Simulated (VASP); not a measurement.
A run of VASP 6.6.1 is set up as follows.

File INCAR:

```
SYSTEM = Al24HO
PREC = Accurate
ENCUT = 520
EDIFF = 1E-6
ISMEAR = 0
SIGMA = 0.05
LREAL = Auto
LASPH = .TRUE.
NELM = 60
ALGO = Normal
ISIF = 2
LWAVE = .FALSE.
LCHARG = .FALSE.
GGA = PS
IBRION = 2
NSW = 80
EDIFFG = -0.03
KPAR = 2
```

The input KPOINTS:

```
regular mesh
0
G
  3 2 1
  0 0 0
```

File POSCAR:

```
Al24HO
1.0
    5.7275650000      0.0000000000      0.0000000000
    4.2956740000      7.4403250000      0.0000000000
    0.0000000000      0.0000000000     18.0148060000
Al O H
24 1 1
Selective dynamics
Direct
    0.0000000000      0.0000000000      0.0555099000  F F F
    0.4999999900      0.0000000000      0.0555099000  F F F
   -0.0000000200      0.3333333400      0.0555099000  F F F
    0.4999999700      0.3333333400      0.0555099000  F F F
   -0.0000000400      0.6666666800      0.0555099000  F F F
    0.4999999500      0.6666666800      0.0555099000  F F F
    0.1666666600      0.1111111100      0.1853069400  T T T
    0.6666666500      0.1111111100      0.1853069400  T T T
    0.1666666400      0.4444444500      0.1853069400  T T T
    0.6666666300      0.4444444500      0.1853069400  T T T
    0.1666666200      0.7777777900      0.1853069400  T T T
    0.6666666100      0.7777777900      0.1853069400  T T T
   -0.1666666800      0.2222222300      0.3151039900  T T T
    0.3333333200      0.2222222300      0.3151039900  T T T
   -0.1666667000      0.5555555600      0.3151039900  T T T
    0.3333332900      0.5555555600      0.3151039900  T T T
   -0.1666667200      0.8888889000      0.3151039900  T T T
    0.3333332700      0.8888889000      0.3151039900  T T T
    0.0000000000      0.0000000000      0.4449010300  T T T
    0.4999999900      0.0000000000      0.4449010300  T T T
   -0.0000000200      0.3333333400      0.4449010300  T T T
    0.4999999700      0.3333333400      0.4449010300  T T T
   -0.0000000400      0.6666666800      0.4449010300  T T T
    0.4999999500      0.6666666800      0.4449010300  T T T
    0.2499999900      0.1666666700      0.5159537000  T T T
    0.8333333300     -0.1111111100      0.4276929600  T T T
```

Potentials or basis: VASP PAW PBE potentials, release 64 (Al, O, H).

Launch:

```bash
$ cat potpaw_PBE.64/Al/POTCAR potpaw_PBE.64/O/POTCAR potpaw_PBE.64/H/POTCAR > POTCAR
$ mpirun -np 2 vasp_std > vasp.out
```

(1) Estimate the band gap on the k mesh.

(2) Predict the energy gained by relaxing.

Answers

(1) zero (an odd number of electrons rules out a gap without spin polarisation).

(2) 64.1 meV/atom.

Caveat: the k points lie up to 0.42 Å⁻¹ apart, too coarse for converged energies and pressures of a metal; there is no dipole correction, which matters where the two faces differ.
